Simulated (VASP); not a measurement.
A run of VASP 6.6.1 is set up as follows.

The input INCAR:

```
SYSTEM = RbCl
ALGO = Normal
EDIFF = 1E-6
ENCUT = 500
GGA = PS
GGA_COMPAT = .False.
ISIF = 2
ISMEAR = 0
LASPH = .True.
LCHARG = .False.
LREAL = .False.
LWAVE = .False.
NBANDS = 15
NELM = 120
PREC = Accurate
SIGMA = 0.1
```

Contents of KPOINTS:

```
k-points
0
Gamma
  6 6 6
  0 0 0
```

File POSCAR:

```
RbCl
1.0
    0.0000000000      3.3087073290      3.3087073290
    3.3087073290      0.0000000000      3.3087073290
    3.3087073290      3.3087073290      0.0000000000
Rb Cl
1 1
Direct
    0.0000000000      0.0000000000      0.0000000000
    0.5000000000      0.5000000000      0.5000000000
```

Potentials or basis: VASP PAW PBE potentials, release 64 (Rb_sv, Cl).

The run is started by

```bash
$ cat potpaw_PBE.64/Rb_sv/POTCAR potpaw_PBE.64/Cl/POTCAR > POTCAR
$ mpirun -np 1 vasp_std > vasp.out
```

Problem. What does it give for the band gap on the k mesh?

Solution. 4.80 eV.

Problem. Estimate the pressure.

Solution. -0.5 GPa.

Caveat: the PAW data sets were made with another functional, which shifts forces and pressure a little.
